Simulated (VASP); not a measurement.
A run of VASP 6.6.1 is set up as follows.

The input INCAR:

```
SYSTEM = Cs
PREC = Accurate
ENCUT = 520
EDIFF = 1E-6
ISMEAR = 1
SIGMA = 0.01
LREAL = .False.
LASPH = .True.
NELM = 100
ALGO = Normal
ISIF = 2
LWAVE = .False.
LCHARG = .False.
GGA = CA
NBANDS = 10
```

KPOINTS

```
Automatic mesh
0
Gamma
  8 8 8
  0 0 0
```

POSCAR

```
Cs
1.0
   -2.8840810378      2.8840810378      2.8840810378
    2.8840810378     -2.8840810378      2.8840810378
    2.8840810378      2.8840810378     -2.8840810378
Cs
1
Direct
    0.0000000000      0.0000000000      0.0000000000
```

Potentials or basis: VASP PAW LDA potentials, release 64 (Cs_sv).

Run with:

```sh
$ cat potpaw_LDA.64/Cs_sv/POTCAR > POTCAR
$ mpirun -np 1 vasp_std > vasp.out
```

Q: Predict the pressure.

A: 0.0 GPa.
